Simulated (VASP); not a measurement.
Set up this calculation in VASP 6.6.1, as the native input.

```
Task                   : single point
Functional             : revPBE
Potentials or basis    : VASP PAW PBE potentials, release 64 (P, B)
Cutoff                 : 520 eV
k mesh                 : 10 × 10 × 10
Occupations            : fermi-dirac, width 0.05 eV
Spin                   : no spin polarisation
Dipole correction      : no
Further INCAR settings : ALGO = Normal; EDIFF = 1e-06; NBANDS = 11
```

The structure of BP lies in POSCAR:

```
BP
1.0
    0.0000000000      2.2840269280      2.2840269280
    2.2840269280      0.0000000000      2.2840269280
    2.2840269280      2.2840269280      0.0000000000
P B
1 1
Direct
    0.7500000000      0.7500000000      0.7500000000
    0.0000000000      0.0000000000      0.0000000000
```

One way to write it, as run:

INCAR

```
SYSTEM = BP
PREC     = Accurate       ! precision mode
ENCUT    = 520            ! plane-wave cutoff, eV
EDIFF    = 1E-6           ! SCF threshold, eV
ISMEAR   = -1             ! smearing method
SIGMA    = 0.05           ! smearing width, eV
LREAL    = .False.        ! projectors in reciprocal space
LASPH    = .True.         ! aspherical terms in the spheres
NELM     = 100            ! most SCF steps
ALGO     = Normal         ! electronic algorithm
ISIF     = 2              ! what is computed and relaxed
LWAVE    = .False.        ! write WAVECAR
LCHARG   = .True.         ! write CHGCAR
GGA      = RE             ! functional
LELF     = .True.         ! ELF
LVHAR    = .True.       
NBANDS   = 11             ! bands
```

KPOINTS

```
regular mesh
0
Gamma
  10 10 10
  0 0 0
```

Potentials or basis: VASP PAW PBE potentials, release 64 (P, B).

Run with:

```console
$ cat potpaw_PBE.64/P/POTCAR potpaw_PBE.64/B/POTCAR > POTCAR
$ mpirun -np 1 vasp_std > vasp.out
```

It gave:

```
Pressure               : -0.3 GPa
Band gap on the k mesh : 1.27 eV, indirect (least direct gap 3.37 eV)
```

Caveat: the PAW data sets were made with another functional, which shifts forces and pressure a little.

Wall time 5.4 s on 1 thread of Intel Xeon 6975P-C, with other jobs on the host, peak memory 0.14 GiB.
